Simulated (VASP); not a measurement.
Input of a VASP 6.6.1 run:

INCAR

```
SYSTEM = TiS2
ALGO     = Normal         ! electronic algorithm
EDIFF    = 1E-6           ! SCF threshold, eV
ENCUT    = 500            ! plane-wave cutoff, eV
GGA      = PS             ! functional
GGA_COMPAT= .FALSE.      
ISIF     = 2              ! what is computed and relaxed
ISMEAR   = 0              ! smearing method
LASPH    = .TRUE.         ! aspherical terms in the spheres
LCHARG   = .TRUE.         ! write CHGCAR
LELF     = .TRUE.         ! ELF
LREAL    = .FALSE.        ! projectors in reciprocal space
LVHAR    = .TRUE.       
LWAVE    = .FALSE.        ! write WAVECAR
NBANDS   = 46             ! bands
NELM     = 120            ! most SCF steps
PREC     = Accurate       ! precision mode
SIGMA    = 0.1            ! smearing width, eV
```

File KPOINTS:

```
k-points
0
G
  12 12 2
  0 0 0
```

The input POSCAR:

```
TiS2
1.0
    3.3490820746      0.0000000028      0.0000000000
   -1.6745410398      2.9003901546      0.0000000000
    0.0000000000      0.0000000000     16.9037296472
Ti S
3 6
Direct
    0.0000000000      0.0000000000      0.0000000000
    0.0000000000      0.0000000000      0.3333333333
    0.0000000000      0.0000000000      0.6666666667
    0.3333333333      0.6666666667      0.0843438364
    0.3333333333      0.6666666667      0.4176771697
    0.3333333333      0.6666666667      0.7510105031
    0.6666666667      0.3333333333      0.2489894969
    0.6666666667      0.3333333333      0.5823228303
    0.6666666667      0.3333333333      0.9156561636
```

Potentials or basis: VASP PAW PBE potentials, release 64 (Ti_sv, S).

Launch:

```bash
$ cat potpaw_PBE.64/Ti_sv/POTCAR potpaw_PBE.64/S/POTCAR > POTCAR
$ mpirun -np 1 vasp_std > vasp.out
```

Q: What does it give for the pressure?

A: 0.0 GPa.

Q: Estimate the largest force.

A: 0.012 eV/Å.

Q: What does it give for the band gap on the k mesh?

A: Zero (bands 36 and 37 overlap by 0.38 eV).

Stress tensor (GPa, compression positive):
```
0.00 0.00 0.00
0.00 0.00 0.00
0.00 0.00 0.07
```

Caveat: the PAW data sets were made with another functional, which shifts forces and pressure a little.
